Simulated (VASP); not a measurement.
SiC: single point with PBEsol

Crystal: SiC.

```xyz
2
Lattice="0.0000 2.1209 2.1209 2.1209 0.0000 2.1209 2.2390 2.2390 -0.1181" Properties=species:S:1:pos:R:3 pbc="T T T"
Si    0.0000    0.0000    0.0000
C     3.2699    3.2699    3.0929
```

```yaml
Program: VASP 6.6.1
Task: single point
Functional: PBEsol
Potentials_or_basis: VASP PAW PBE potentials, release 64 (Si, C)
Cutoff: 520 eV
k_mesh: 12 × 12 × 12
Occupations: gaussian, width 0.05 eV
Spin: no spin polarisation
Dipole_correction: no
Further_INCAR_settings: ALGO = Normal; EDIFF = 1e-07; NBANDS = 11
```

```json
{
 "Pressure": "2.2 GPa",
 "Largest force": "0.504 eV/Å",
 "Band gap on the k mesh": "0.95 eV, indirect (least direct gap 3.93 eV)"
}
```

Forces in eV/Å, atoms in the order of the input:
```
Si   0.291  0.291 -0.291
C   -0.291 -0.291  0.291
```

Stress tensor (GPa, compression positive):
```
  2.24 -13.81  13.81
-13.81   2.24  13.81
 13.81  13.81   2.24
```

Levels at points of the mesh, in eV from the valence-band top:
| k point | band 1 | band 2 | band 3 | band 4 | band 5 | band 6 | band 7 | band 8 |
| --- | --- | --- | --- | --- | --- | --- | --- | --- |
| (0.00, 0.00, 0.00) | -15.63 | -0.57 | 0.00 | 0.00 | 4.50 | 7.48 | 7.71 | 7.71 |
| (0.50, 0.00, 0.00) | -11.81 | -8.74 | -1.42 | -1.31 | 4.63 | 6.33 | 7.36 | 9.65 |
| (0.50, 0.50, 0.00) | -10.57 | -8.01 | -3.75 | -2.97 | 0.95 | 4.18 | 13.15 | 13.59 |
| (0.00, 0.00, 0.50) | -12.65 | -8.89 | -0.78 | -0.78 | 6.38 | 7.65 | 7.65 | 10.01 |

Wall time 20 s on 1 thread of Intel Xeon 6975P-C (shared host), peak memory 0.16 GiB.

Caveat: the PAW data sets were made with another functional, which shifts forces and pressure a little. A k mesh can miss the band edges.
